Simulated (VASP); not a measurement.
Set up this calculation in VASP 6.6.1, as the native input.

| Quantity | Value |
| --- | --- |
| Task | single point |
| Functional | r2SCAN |
| Potentials or basis | VASP PAW PBE potentials, release 64 (Sc_sv) |
| Cutoff | 520 eV |
| k mesh | 6 × 6 × 4 |
| Occupations | gaussian, width 0.1 eV |
| Spin | no spin polarisation |
| Dipole correction | no |
| Further INCAR settings | ALGO = Normal; EDIFF = 1e-07; NBANDS = 18 |

Sc:

```
Sc
1.0
     3.29122    0.00000    0.00000
    -1.64561    2.85028    0.00000
     0.00000    0.00000    5.33257
Sc
2
Direct
  0.33333 0.66667 0.25000
  0.66667 0.33333 0.75000
```

These files were run (other wordings do the same):

POSCAR

```
Sc
1.0
    3.2912249500      0.0000000000      0.0000000000
   -1.6456124800      2.8502844200      0.0000000000
    0.0000000000      0.0000000000      5.3325723900
Sc
2
Direct
    0.3333333300      0.6666666700      0.2500000000
    0.6666666700      0.3333333300      0.7500000000
```

INCAR.step1

```
  ALGO = Normal
  EDIFF = 1E-4
  ENCUT = 520
  GGA = PE
  ISMEAR = 0
  LASPH = True
  LCHARG = False
  LREAL = False
  LWAVE = True
  NBANDS = 18
  NELM = 60
  PREC = Accurate
  SIGMA = 0.1
```

INCAR.step2

```
  ALGO = Normal
  EDIFF = 1E-7
  ENCUT = 520
  ISIF = 2
  ISMEAR = 0
  ISTART = 1
  LASPH = True
  LCHARG = False
  LMIXTAU = True
  LREAL = False
  LWAVE = False
  METAGGA = R2SCAN
  NBANDS = 18
  NELM = 60
  PREC = Accurate
  SIGMA = 0.1
```

KPOINTS

```
k-points
0
Gamma
  6 6 4
```

Potentials or basis: VASP PAW PBE potentials, release 64 (Sc_sv).

Command:

```bash
$ cat potpaw_PBE.64/Sc_sv/POTCAR > POTCAR
$ cp INCAR.step1 INCAR
$ mpirun -np 1 vasp_std > vasp.out
$ cp INCAR.step2 INCAR
$ mpirun -np 1 vasp_std > vasp.out
```

It gave:

* Pressure: 0.0 GPa
* Band gap on the k mesh: zero (band 11 reaches 4.59 eV, above the bottom of band 12 at 3.24 eV)

Caveat: the k points lie up to 0.37 Å⁻¹ apart; the PAW data sets were made with another functional, which shifts forces and pressure a little.

Run time: 51 s on 1 thread of Intel(R) Xeon(R) Platinum 8488C (Sapphire Rapids) (shared host), peak memory 0.17 GiB.
